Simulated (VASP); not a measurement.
Here is a VASP 6.6.1 calculation.

INCAR

```
  PREC = Accurate
  ENCUT = 500
  EDIFF = 1E-6
  ISMEAR = 1
  SIGMA = 0.3
  LREAL = F
  LASPH = T
  NELM = 120
  ALGO = Normal
  ISIF = 2
  LWAVE = F
  LCHARG = F
  NBANDS = 12
  GGA_COMPAT = F
```

The input KPOINTS:

```
Automatic mesh
0
Gamma
  10 10 10
```

File POSCAR:

```
As
1.0
    1.8799878575      1.0854114956      3.3276505507
   -1.8799878575      1.0854114956      3.3276505507
    0.0000000000     -2.1708229912      3.3276505507
As
2
Direct
    0.7695128170      0.7695128170      0.7695128170
    0.2304871830      0.2304871830      0.2304871830
```

Potentials or basis: VASP PAW LDA potentials, release 64 (As).

The run is started by

```sh
$ cat potpaw_LDA.64/As/POTCAR > POTCAR
$ mpirun -np 1 vasp_std > vasp.out
```

(1) Estimate the largest force.

(2) Predict the pressure.

(3) Predict the band gap on the k mesh.

## Answers

(1) 0.051 eV/Å.

(2) 0.5 GPa.

(3) zero (band 5 reaches 5.96 eV, above the bottom of band 6 at 5.74 eV).
